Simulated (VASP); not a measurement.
The system is SnSe.

```
Sn Se
1.0
     0.00000    3.39084    3.39084
     3.39084    0.00000    3.39084
     3.39084    3.39084    0.00000
Sn Se
1 1
Cartesian
  0.0000 0.0000 0.0000
  5.0863 5.0863 5.0863
```

Base run:

| Item | Value |
| --- | --- |
| Program | VASP 6.6.1 |
| Functional | r2SCAN-based global hybrid with 15 % exact exchange |
| Potentials or basis | VASP PAW PBE potentials, release 64 (Sn_d, Se) |
| Cutoff | 520 eV |
| k mesh | 4 × 4 × 4 |
| Occupations | fermi-dirac, width 0.05 eV |
| Spin | no spin polarisation |

Its results: band gap on the k mesh 0.69 eV (least direct gap 1.39 eV); pressure -1.1 GPa.

Problem. The run is repeated on the same cell with these changes: functional from r2SCAN-based global hybrid with 15 % exact exchange to B3LYP; share of exact exchange from 0.15 to 0.2. What comes out?

Solution. Band gap on the k mesh 0.90 eV (least direct gap 1.58 eV); pressure 0.9 GPa.

Caveats: the PAW data sets were made with another functional, which shifts forces and pressure a little; spin-orbit coupling is left out, which moves the levels of the heavy elements.

A k mesh can miss the band edges.
